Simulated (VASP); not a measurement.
Set up this calculation in VASP 6.6.1, as the native input.

```yaml
Task: single point
Functional: PBE
Potentials_or_basis: VASP PAW PBE potentials, release 64 (Ag, Cl)
Cutoff: 520 eV
k_mesh: 8 × 8 × 6
Occupations: fermi-dirac, width 0.02 eV
Spin: no spin polarisation
Dipole_correction: no
Further_INCAR_settings: ALGO = Normal; EDIFF = 1e-07; NBANDS = 26
```

The structure of AgCl lies in POSCAR:

```
AgCl
1.0
    1.8631438178     -5.5561090586      0.0000000000
    1.8631438178      5.5561090586      0.0000000000
    0.0000000000      0.0000000000      3.9419952114
Ag Cl
2 2
Direct
    0.3957836907      0.6042163093      0.7500000000
    0.6042163093      0.3957836907      0.2500000000
    0.8659204715      0.1340795285      0.2500000000
    0.1340795285      0.8659204715      0.7500000000
```

One way to write it, as run:

INCAR

```
SYSTEM = AgCl
PREC = Accurate
ENCUT = 520
EDIFF = 1E-7
ISMEAR = -1
SIGMA = 0.02
LREAL = .False.
LASPH = .True.
NELM = 80
ALGO = Normal
ISIF = 2
LWAVE = .False.
LCHARG = .False.
GGA = PE
NBANDS = 26
```

KPOINTS

```
regular mesh
0
Gamma
  8 8 6
  0 0 0
```

Potentials or basis: VASP PAW PBE potentials, release 64 (Ag, Cl).

Run with:

```bash
$ cat potpaw_PBE.64/Ag/POTCAR potpaw_PBE.64/Cl/POTCAR > POTCAR
$ mpirun -np 1 vasp_std > vasp.out
```

Results of the run:

| Property | Result |
| --- | --- |
| Pressure | 1.6 GPa |
| Largest force | 0.013 eV/Å |
| Band gap on the k mesh | 0.45 eV (least direct gap 1.97 eV) |

Run time: 6.1 min on 1 thread of Oxide Virtual Turin-like Processor, with other jobs on the host, peak memory 0.3 GiB.
